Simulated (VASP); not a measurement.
# VSi26C27 (a cell with a defect) in VASP: single point with PBE

Aim: the single point of VSi26C27 (a cell with a defect) with PBE.

Everything below comes from runs of VASP 6.6.1. Logs are shortened: lines on timing, memory, paths and dates and some standing lists are left out, and cuts for length are marked.

**1. The cell of the first run**

The cell holds a defect, 54 atoms: a = 9.236 Å, b = 9.236 Å, c = 9.236 Å, α = 60.00°, β = 60.00°, γ = 60.00°.

**2. Single point, PBE**

Contents of INCAR:

```
PREC = Accurate
ENCUT = 520
EDIFF = 1E-6
ISMEAR = -1
SIGMA = 0.01
LREAL = Auto
LASPH = True
NELM = 60
ALGO = Normal
ISIF = 2
LWAVE = False
LCHARG = True
GGA = PE
LELF = True
LVHAR = True
NBANDS = 146
NELECT = 224.0
```

Contents of KPOINTS:

```
Automatic mesh
0
Gamma
  3 3 3
```

Contents of POSCAR:

```
VSi26C27
1.0
    0.0000000000      6.5309898714      6.5309898714
    6.5309898714      0.0000000000      6.5309898714
    6.5309898714      6.5309898714      0.0000000000
V Si C
1 26 27
Direct
    0.2500000000      0.2500000000      0.2500000000
    0.2485094833      0.2485094833      0.5867262524
    0.2485094833      0.2485094833      0.9162547810
    0.2485094833      0.5867262524      0.2485094833
    0.2492852946      0.5835715685      0.5835715685
    0.2485094833      0.5867262524      0.9162547810
    0.2485094833      0.9162547810      0.2485094833
    0.2485094833      0.9162547810      0.5867262524
    0.2498077983      0.9167307339      0.9167307339
    0.5867262524      0.2485094833      0.2485094833
    0.5835715685      0.2492852946      0.5835715685
    0.5867262524      0.2485094833      0.9162547810
    0.5835715685      0.5835715685      0.2492852946
    0.5835715685      0.5835715685      0.5835715685
    0.5837078831      0.5837078831      0.9162921169
    0.5867262524      0.9162547810      0.2485094833
    0.5837078831      0.9162921169      0.5837078831
    0.5837078831      0.9162921169      0.9162921169
    0.9162547810      0.2485094833      0.2485094833
    0.9162547810      0.2485094833      0.5867262524
    0.9167307339      0.2498077983      0.9167307339
    0.9162547810      0.5867262524      0.2485094833
    0.9162921169      0.5837078831      0.5837078831
    0.9162921169      0.5837078831      0.9162921169
    0.9167307339      0.9167307339      0.2498077983
    0.9162921169      0.9162921169      0.5837078831
    0.9167307339      0.9167307339      0.9167307339
    0.0000000000      0.0000000000      0.0000000000
   -0.0002491740     -0.0002491740      0.3335647074
   -0.0002491740     -0.0002491740      0.6669336406
   -0.0002491740      0.3335647074     -0.0002491740
   -0.0043951974      0.3347983991      0.3347983991
   -0.0002491740      0.3335647074      0.6669336406
   -0.0002491740      0.6669336406     -0.0002491740
   -0.0002491740      0.6669336406      0.3335647074
   -0.0000056739      0.6666685580      0.6666685580
    0.3335647074     -0.0002491740     -0.0002491740
    0.3347983991     -0.0043951974      0.3347983991
    0.3335647074     -0.0002491740      0.6669336406
    0.3347983991      0.3347983991     -0.0043951974
    0.3347983991      0.3347983991      0.3347983991
    0.3334868050      0.3334868050      0.6665131950
    0.3335647074      0.6669336406     -0.0002491740
    0.3334868050      0.6665131950      0.3334868050
    0.3334868050      0.6665131950      0.6665131950
    0.6669336406     -0.0002491740     -0.0002491740
    0.6669336406     -0.0002491740      0.3335647074
    0.6666685580     -0.0000056739      0.6666685580
    0.6669336406      0.3335647074     -0.0002491740
    0.6665131950      0.3334868050      0.3334868050
    0.6665131950      0.3334868050      0.6665131950
    0.6666685580      0.6666685580     -0.0000056739
    0.6665131950      0.6665131950      0.3334868050
    0.6666685580      0.6666685580      0.6666685580
```

Potentials or basis: VASP PAW PBE potentials, release 64 (V_sv, Si, C).

Command:

```console
cat potpaw_PBE.64/V_sv/POTCAR potpaw_PBE.64/Si/POTCAR potpaw_PBE.64/C/POTCAR > POTCAR
mpirun -np 1 vasp_std > vasp.out
```

OUTCAR:

```text
PREC = Accurate
   ENCUT = 520
   EDIFF = 1E-6
   ISMEAR = -1
   LREAL = Auto
   LASPH = True
   NELM = 60
   ISIF = 2
   GGA = PE
   NELECT = 224.0

 ion  position               nearest neighbor table
   1  0.250  0.250  0.250-  41 1.92  38 1.92  40 1.92  32 1.92
   2  0.249  0.249  0.587-  33 1.88  39 1.88  42 1.88  41 1.90   3 3.04   9 3.06  21 3.06  20 3.07
                             8 3.07  17 3.08  23 3.08   5 3.08  11 3.08  10 3.12   4 3.12
   3  0.249  0.249  0.916-  31 1.88  37 1.88  42 1.88  40 1.90   2 3.04   9 3.06  21 3.06  19 3.07
                             7 3.07  18 3.08  24 3.08   5 3.08  11 3.08   6 3.12  12 3.12
   4  0.249  0.587  0.249-  35 1.88  43 1.88  44 1.88  41 1.90   7 3.04   9 3.06  25 3.06  22 3.07
                             6 3.07  23 3.08  15 3.08   5 3.08  13 3.08  10 3.12   2 3.12
   5  0.249  0.584  0.584-  36 1.88  45 1.89  44 1.89  42 1.89  24 3.07  26 3.07  23 3.07   8 3.08
                             6 3.08   3 3.08   7 3.08   2 3.08   4 3.08  13 3.09  14 3.09  11 3.09
   6  0.249  0.587  0.916-  34 1.88  43 1.88  45 1.88  40 1.90   8 3.04  27 3.06   9 3.06  22 3.07
                             4 3.07  24 3.08  15 3.08   5 3.08  14 3.08  12 3.12   3 3.12
   7  0.249  0.916  0.249-  29 1.88  37 1.88  44 1.88  38 1.90   4 3.04   9 3.06  25 3.06  19 3.07
                             3 3.07  18 3.08  26 3.08   5 3.08  13 3.08   8 3.12  16 3.12
   8  0.249  0.916  0.587-  30 1.88  39 1.88  45 1.88  38 1.90   6 3.04  27 3.06   9 3.06  20 3.07
                             2 3.07  26 3.08  17 3.08   5 3.08  14 3.08   7 3.12  16 3.12
   9  0.250  0.917  0.917-  43 1.88  39 1.88  37 1.88  28 1.88   3 3.06   7 3.06   4 3.06   2 3.06
                             8 3.06   6 3.06  25 3.08  27 3.08  21 3.08  18 3.08  15 3.08  17 3.08
[... 61 lines left out ...]
  53  0.667  0.667  0.333-  16 1.88  22 1.88  13 1.89  14 1.89
  54  0.667  0.667  0.667-  14 1.88  15 1.88  17 1.88  23 1.88

  LATTYP: Found a face centered cubic cell.
 ALAT       =    13.0619797428

  Lattice vectors:

 A1 = (   0.0000000000,   6.5309898714,   6.5309898714)
 A2 = (   6.5309898714,   0.0000000000,   6.5309898714)
 A3 = (   6.5309898714,   6.5309898714,   0.0000000000)

Analysis of symmetry for initial positions (statically):
=====================================================================
 Subroutine PRICEL returns:
 Original cell was already a primitive cell.

 Routine SETGRP: Setting up the symmetry group for a
 face centered cubic supercell.

 Subroutine GETGRP returns: Found 24 space group operations
 (whereof 24 operations were pure point group operations)
 out of a pool of 48 trial point group operations.

The static configuration has the point symmetry T_d .

Analysis of symmetry for dynamics (positions and initial velocities):
=====================================================================
 Subroutine PRICEL returns:
 Original cell was already a primitive cell.

 Routine SETGRP: Setting up the symmetry group for a
 face centered cubic supercell.

 Subroutine GETGRP returns: Found 24 space group operations
 (whereof 24 operations were pure point group operations)
 out of a pool of 48 trial point group operations.

The dynamic configuration has the point symmetry T_d .

 Subroutine INISYM returns: Found 24 space group operations
 (whereof 24 operations are pure point group operations),
 and found     1 'primitive' translations

----------------------------------------------------------------------------------------

                                     Primitive cell

  volume of cell :     557.1434

  direct lattice vectors                    reciprocal lattice vectors
     0.000000000  6.530989871  6.530989871    -0.076558073  0.076558073  0.076558073
     6.530989871  0.000000000  6.530989871     0.076558073 -0.076558073  0.076558073
     6.530989871  6.530989871  0.000000000     0.076558073  0.076558073 -0.076558073

  length of vectors
     9.236214452  9.236214452  9.236214452     0.132602472  0.132602472  0.132602472

  position of ions in fractional coordinates (direct lattice)
     0.250000000  0.250000000  0.250000000
     0.248509483  0.248509483  0.586726252
     0.248509483  0.248509483  0.916254781
     0.248509483  0.586726252  0.248509483
     0.249285295  0.583571568  0.583571568
     0.248509483  0.586726252  0.916254781
[... 46 lines left out ...]
     0.666513195  0.666513195  0.333486805
     0.666668558  0.666668558  0.666668558

  ion indices of the primitive-cell ions
   primitive index   ion index
                 1           1
                 2           2
                 3           3
                 4           4
                 5           5
                 6           6
[... 46 lines left out ...]
                53          53
                54          54

----------------------------------------------------------------------------------------

 KPOINTS: Automatic mesh

Automatic generation of k-mesh.
 Grid dimensions read from file:
 generate k-points for:    3    3    3

 Generating k-lattice:

  Cartesian coordinates                     Fractional coordinates (reciprocal lattice)
    -0.025519358  0.025519358  0.025519358     0.333333333  0.000000000  0.000000000
     0.025519358 -0.025519358  0.025519358     0.000000000  0.333333333  0.000000000
     0.025519358  0.025519358 -0.025519358     0.000000000  0.000000000  0.333333333

  Length of vectors
     0.044200824  0.044200824  0.044200824

  Shift w.r.t. Gamma in fractional coordinates (k-lattice)
     0.000000000  0.000000000  0.000000000

 Subroutine IBZKPT returns following result:
 ===========================================

 Found      4 irreducible k-points:

 Following reciprocal coordinates:
            Coordinates               Weight
  0.000000  0.000000  0.000000      1.000000
  0.333333  0.000000  0.000000      8.000000
  0.333333  0.333333  0.000000      6.000000
 -0.333333  0.333333  0.000000     12.000000
   k-points           NKPTS =      4   k-points in BZ     NKDIM =      4   number of bands    NBANDS=    146
   number of dos      NEDOS =    301   number of ions     NIONS =     54
   total plane-waves  NPLWV = 343000
   dimension x,y,z NGX =    70 NGY =   70 NGZ =   70
   dimension x,y,z NGXF=   140 NGYF=  140 NGZF=  140
   ions per type =               1  26  27
   NGX,Y,Z   is equivalent  to a cutoff of  12.60, 12.60, 12.60 a.u.
   NGXF,Y,Z  is equivalent  to a cutoff of  25.20, 25.20, 25.20 a.u.
 SYSTEM =  unknown system
   PREC   = accura    normal or accurate (medium, high low for compatibility)
   ISTART =      0    job   : 0-new  1-cont  2-samecut
   ICHARG =      2    charge: 1-file 2-atom 10-const
   ISPIN  =      1    spin polarized calculation?
   LNONCOLLINEAR =      F non collinear calculations
   LSORBIT =      F    spin-orbit coupling
   LASPH  =      T    aspherical Exc in radial PAW
   ENCUT  =  520.0 eV  38.22 Ry    6.18 a.u.  17.17 17.17 17.17*2*pi/ulx,y,z
   NELM   =     60;   NELMIN=  2; NELMDL= -5     # of ELM steps
   EDIFF  = 0.1E-05   stopping-criterion for ELM
   LREAL  =      T    real-space projection
   EDIFFG = 0.1E-04   stopping-criterion for IOM
   NSW    =      0    number of steps for IOM
   IBRION =     -1    ionic relax: 0-MD 1-quasi-New 2-CG
   NFREE  =      0    steps in history (QN), initial steepest desc. (CG)
   ISIF   =      2    stress and relaxation
   ISYM   =      2    0-nonsym 1-usesym 2-fastsym
   POTIM  = 0.5000    time-step for ionic-motion
   TEBEG  =    0.0;   TEEND  =   0.0 temperature during run
   PSTRESS=    0.0 pullay stress
   NELECT =     224.0000    total number of electrons
   NUPDOWN=      -1.0000    fix difference up-down
   EMIN   =  10.00;   EMAX   =-10.00  energy-range for DOS
   EFERMI =   0.00;   METHOD = LEGACY
   ISMEAR =    -1;   SIGMA  =   0.01  broadening in eV -4-tet -1-fermi 0-gaus
   EFERMI_NEDOS =   21; number of points for ismear=-14 and -15
   IALGO  =     38    algorithm
   IMIX   =      4    mixing-type and parameters
     AMIX     =   0.40;   BMIX     =  1.00
     AMIX_MAG =   1.60;   BMIX_MAG =  1.00
  volume/ion in A,a.u.               =      10.32        69.63
  Fermi-wavevector in a.u.,A,eV,Ry     =   1.208283  2.283323 19.863780  1.459947
  Thomas-Fermi vector in A             =   2.343895
   LORBIT       =      0    0 simple, 1 ext, 2 COOP (PROOUT), +10 PAW based schemes
   GGA     = PE    functional components
   LHFCALC =     F    Hartree Fock is set to
   AEXX    =    0.0000 exact exchange contribution
   IVDW    =     0    specifies the selected vdW correction
   LEPSILON=     F    determine dielectric tensor
   LRPA    =     F    only Hartree local field effects (RPA)
 non-spin polarized calculation
  energy-cutoff  :      520.00
  volume of cell :      557.14
 maximum number of plane-waves:     15065
 NGX is ok and might be reduce to    70
   NGX = 35   NGY = 35   NGZ = 35

 number of electron     224.0000003 magnetization

 Free energy of the ion-electron system (eV)
  ---------------------------------------------------
  ext. energy  EPLUGINS =         0.00000000
  ---------------------------------------------------
  free energy    TOTEN  =      -417.14559476 eV

  energy without entropy =     -417.14559476  energy(sigma->0) =     -417.14559476

 E-fermi :   8.4395     XC(G=0): -11.3864

 val. band max:        8.0285163345   @ k =   0.0000   0.0000   0.0000
 cond. band min:       9.2485479424   @ k =   0.0000   0.0000   0.0000
 fundamental gap:      1.2200316079
 Fermi energy:         8.4394614032

 k-point     1 :       0.0000    0.0000    0.0000
  band No.  band energies     occupation
      1     -56.1418      2.00000
      2     -30.0354      2.00000
      3     -30.0354      2.00000
      4     -30.0354      2.00000
      5      -7.2149      2.00000
      6      -5.2429      2.00000
[... 497 lines left out ...]
    123      12.4875      0.00000
    124      12.5080      0.00000
 [bands above 124 left out]

------------------------ aborting loop because EDIFF is reached ----------------------------------------

  FORCE on cell =-STRESS in cart. coord.  units (eV):
  Direction    XX          YY          ZZ          XY          YZ          ZX
  --------------------------------------------------------------------------------------
  -------------------------------------------------------------------------------------
  Total        4.6987038      4.6987038      4.6987038      0.0000000     -0.0000000     -0.0000000
  in kB       13.5120619     13.5120619     13.5120619      0.0000000     -0.0000000     -0.0000000
  external PRESSURE =      13.5120619 kB  Pullay stress =       0.0000000 kB

 VOLUME and BASIS-vectors are now :
 -----------------------------------------------------------------------------
  energy-cutoff  :      520.00
  volume of cell :      557.14
      direct lattice vectors                 reciprocal lattice vectors
     0.000000000  6.530989871  6.530989871    -0.076558073  0.076558073  0.076558073
     6.530989871  0.000000000  6.530989871     0.076558073 -0.076558073  0.076558073
     6.530989871  6.530989871  0.000000000     0.076558073  0.076558073 -0.076558073

 POSITION                                       TOTAL-FORCE (eV/Angst)
 -----------------------------------------------------------------------------------
      3.26549      3.26549      3.26549        -0.000000      0.000000      0.000000
      5.45492      5.45492      3.24603        -0.002206     -0.002206     -0.000585
      7.60706      7.60706      3.24603         0.002206      0.002206     -0.000585
      5.45492      3.24603      5.45492        -0.002206     -0.000585     -0.002206
      7.62260      5.43938      5.43938        -0.000100      0.000100      0.000100
      9.81595      7.60706      5.45492         0.000585      0.002206     -0.002206
[... 46 lines left out ...]
      6.53099      6.53099      8.70598        -0.000000      0.000000      0.002879
      8.70801      8.70801      8.70801        -0.005795     -0.005795     -0.005795
 -----------------------------------------------------------------------------------
    total drift:                               -0.000001     -0.000001     -0.000001

  FREE ENERGIE OF THE ION-ELECTRON SYSTEM (eV)
  ---------------------------------------------------
  free  energy   TOTEN  =      -417.1455947582 eV

  energy  without entropy=     -417.1455947582  energy(sigma->0) =     -417.14559476
```

It took 13 min on 1 thread of Intel Xeon Platinum 8488C (Sapphire Rapids), shared host; peak memory 0.79 GiB.

What came out:

```yaml
Free_energy: -417.1456 eV
Largest_force: 0.037 eV/Å
```

Forces in eV/Å, atoms in the order of the input:
```
V    0.000  0.000  0.000
Si  -0.002 -0.002 -0.001
Si   0.002  0.002 -0.001
Si  -0.002 -0.001 -0.002
Si   0.000  0.000  0.000
Si   0.001  0.002 -0.002
Si   0.002 -0.001  0.002
Si   0.001 -0.002  0.002
Si   0.000  0.000  0.000
Si  -0.001 -0.002 -0.002
Si   0.000  0.000  0.000
Si   0.002  0.001 -0.002
Si   0.000  0.000  0.000
Si   0.000  0.000  0.000
Si   0.000  0.000 -0.004
Si   0.002 -0.002  0.001
Si   0.000 -0.004  0.000
Si   0.004  0.000  0.000
Si  -0.001  0.002  0.002
Si  -0.002  0.001  0.002
Si   0.000  0.000  0.000
Si  -0.002  0.002  0.001
Si  -0.004  0.000  0.000
Si   0.000  0.004  0.000
Si   0.000  0.000  0.000
Si   0.000  0.000  0.004
Si   0.000  0.000  0.000
C    0.000  0.000  0.000
C    0.003  0.003  0.002
C   -0.003 -0.003  0.002
C    0.003  0.002  0.003
C    0.021 -0.021 -0.021
C   -0.002 -0.003  0.003
C   -0.003  0.002 -0.003
C   -0.002  0.003 -0.003
C   -0.006  0.006  0.006
C    0.002  0.003  0.003
C   -0.021  0.021 -0.021
C   -0.003 -0.002  0.003
C   -0.021 -0.021  0.021
C    0.021  0.021  0.021
C    0.000  0.000 -0.003
C   -0.003  0.003 -0.002
C    0.000 -0.003  0.000
C    0.003  0.000  0.000
C    0.002 -0.003 -0.003
C    0.003 -0.002 -0.003
C    0.006 -0.006  0.006
C    0.003 -0.003 -0.002
C   -0.003  0.000  0.000
C    0.000  0.003  0.000
C    0.006  0.006 -0.006
C    0.000  0.000  0.003
C   -0.006 -0.006 -0.006
```

Caveat: the cell carries a net charge on a neutralising background, which shifts energy and pressure; the cell is charged against a uniform background, so pressure and absolute levels hang on convention.
